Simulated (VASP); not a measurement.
## Tc: relaxation of cell and atoms with LDA

The system is Tc.

```
Tc
1.0
     0.00000    1.95000    1.95000
     1.95000    0.00000    1.95000
     1.95000    1.95000    0.00000
Tc
1
Cartesian
  0.0000 0.0000 0.0000
```

```yaml
Program: VASP 6.6.1
Task: relaxation of cell and atoms
Functional: LDA
Potentials_or_basis: VASP PAW LDA potentials, release 64 (Tc_pv)
Cutoff: 600 eV
k_mesh: 12 × 12 × 12
Occupations: fermi-dirac, width 0.05 eV
Spin: no spin polarisation
Dipole_correction: no
Further_INCAR_settings: ALGO = Normal; EDIFF = 1e-06; IBRION = 2; EDIFFG = -0.01; NSW = 80; ISIF = 3
```

```json
{
  "Relaxed volume": "13.84 Å³/atom",
  "Relaxed cell": "a = 2.695 Å, b = 2.695 Å, c = 2.695 Å, α = 60.00°, β = 60.00°, γ = 60.00°",
  "Space group after relaxing (to 0.05 Å)": "Fm-3m (No. 225)",
  "Energy gained by relaxing": "65.8 meV/atom",
  "Ionic steps": "5",
  "Pressure after relaxing": "-0.1 GPa"
}
```

Step by step:
```
step  energy change (eV)  largest force (eV/Å)  pressure (GPa)  volume (Å³)
   1              0.0000                0.0000          -20.07        14.83
   2              0.7259                0.0000          115.35        11.19
   3             -0.0652                0.0000           -2.11        13.93
   4             -0.0658                0.0000           -0.52        13.87
   5             -0.0658                0.0000           -0.05        13.84
```

Final structure:
```
Tc
1.0
     0.00000    1.90582    1.90582
     1.90582    0.00000    1.90582
     1.90582    1.90582    0.00000
Tc
1
Direct
  0.00000 0.00000 0.00000
```

Levels at points of the mesh, in eV from the Fermi level:
| k point | band 4 | band 5 | band 6 | band 7 | band 8 | band 9 | band 10 |
| --- | --- | --- | --- | --- | --- | --- | --- |
| (0.00, 0.00, 0.00) | -7.71 | -1.96 | -1.96 | -1.96 | 0.81 | 0.81 | 13.94 |
| (0.50, 0.00, 0.00) | -5.85 | -2.15 | -2.15 | 1.34 | 3.00 | 3.00 | 11.28 |
| (0.50, 0.50, 0.00) | -6.31 | -5.69 | 2.93 | 3.62 | 3.62 | 4.03 | 13.25 |

Run time: 27 s on 1 thread of Intel(R) Xeon(R) Platinum 8375C CPU @ 2.90GHz (Ice Lake), with other jobs on the host, peak memory 0.14 GiB.

LDA usually gives volumes a few per cent too small. Zero-point motion and thermal expansion aren't in these numbers.
